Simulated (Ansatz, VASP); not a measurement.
# One calculation of CdS, two programs

```
Cd S
1.0
     0.04854    2.94648    2.94648
     2.94648    0.04854    2.94648
     2.94648    2.94648    0.04854
Cd S
1 1
Direct
  0.00175 0.00175 0.00175
  0.24825 0.24825 0.24825
```

Change from the starting cell: strained cell.

Alike in both runs: functional PBEsol; k mesh 9 × 9 × 9; occupations gaussian, width 0.02 eV; no spin polarisation.

Ansatz relaxed the structure, and its values are those at the end. VASP's run is a single point on that final structure, the one shown.

|  | VASP | Ansatz |
| --- | --- | --- |
| version | VASP 6.6.1 | Ansatz 0.2.0 |
| potentials or method | VASP PAW PBE potentials, release 64 (Cd, S), cutoff 500 eV | scalar-relativistic, plane waves, PAW |
| valence electrons in the cell | 18 | 26 |

|  | VASP | Ansatz | Ansatz less VASP |
| --- | --- | --- | --- |
| gap on the k mesh at the Fermi level (eV) | 0.96 | 0.95 | -0.005 |
| least direct gap on the mesh (eV) | 0.96 | 0.95 | -0.005 |
| pressure (GPa) | -0.3 | -0.6 | -0.36 |

VASP's potentials were made for PBE, not for PBEsol, and Ansatz warns of the same on its side. With one functional, cell and mesh, what is left measures potentials, basis and numerics. VASP's potentials hold 18 valence electrons a cell and Ansatz's 26, so a difference there can come from the potentials and not from the codes. Ansatz's warnings: stress scf threshold loose.
